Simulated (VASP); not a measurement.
Here is a VASP 6.6.1 calculation.

Contents of INCAR:

```
SYSTEM = TiAl
  ALGO = Fast
  EDIFF = 1E-6
  ENCUT = 520
  GGA = PS
  ISIF = 2
  ISMEAR = 0
  LASPH = .True.
  LCHARG = .False.
  LREAL = .False.
  LWAVE = .False.
  NBANDS = 14
  NELM = 80
  PREC = Accurate
  SIGMA = 0.1
```

KPOINTS

```
k-points
0
Gamma
  14 14 14
  0 0 0
```

Contents of POSCAR:

```
TiAl
1.0
    3.0918631568      0.0000000000      0.0000000000
    0.0000000000      3.0918631568      0.0000000000
    0.0000000000      0.0000000000      3.0918631568
Ti Al
1 1
Direct
    0.5000000000      0.5000000000      0.5000000000
    0.0000000000      0.0000000000      0.0000000000
```

Potentials or basis: VASP PAW PBE potentials, release 64 (Ti_sv, Al).

Command:

```sh
$ cat potpaw_PBE.64/Ti_sv/POTCAR potpaw_PBE.64/Al/POTCAR > POTCAR
$ mpirun -np 1 vasp_std > vasp.out
```

(1) Predict the pressure.

Answers

(1) 8.3 GPa.

Caveat: the PAW data sets were made with another functional, which shifts forces and pressure a little.
